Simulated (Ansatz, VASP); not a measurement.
ZnS in VASP and in Ansatz

```
CELL_PARAMETERS angstrom
3.81100 0.00000 0.00000
-1.90550 3.30042 0.00000
0.00000 0.00000 6.23400
ATOMIC_POSITIONS crystal
Zn 0.33333 0.66667 0.00000
Zn 0.66667 0.33333 0.50000
S 0.33333 0.66667 0.39703
S 0.66667 0.33333 0.88500
```

Alike in both runs: task single point; functional PBE; k mesh 12 × 12 × 6; occupations gaussian, width 0.05 eV; no spin polarisation.

|  | VASP | Ansatz |
| --- | --- | --- |
| version | VASP 6.6.1 | Ansatz 0.2.0 |
| potentials or method | VASP PAW PBE potentials, release 64 (Zn, S), cutoff 520 eV | scalar-relativistic, plane waves, PAW |
| valence electrons in the cell | 36 | 36 |

|  | VASP | Ansatz | Ansatz less VASP |
| --- | --- | --- | --- |
| gap on the k mesh at the Fermi level (eV) | 2.24 | 2.24 | -0.006 |
| least direct gap on the mesh (eV) | 2.24 | 2.24 | -0.006 |
| pressure (GPa) | 2.8 | 2.6 | -0.18 |
| traceless stress, the component that is largest in VASP (GPa) | -2.08 | -2.04 | +0.038 |
| rms of the force components (eV/Å) | 0.307 | 0.304 | -0.0027 |

Atom by atom the forces differ by 0.003 eV/Å (rms over components). With one functional, cell and mesh, what is left measures potentials, basis and numerics.
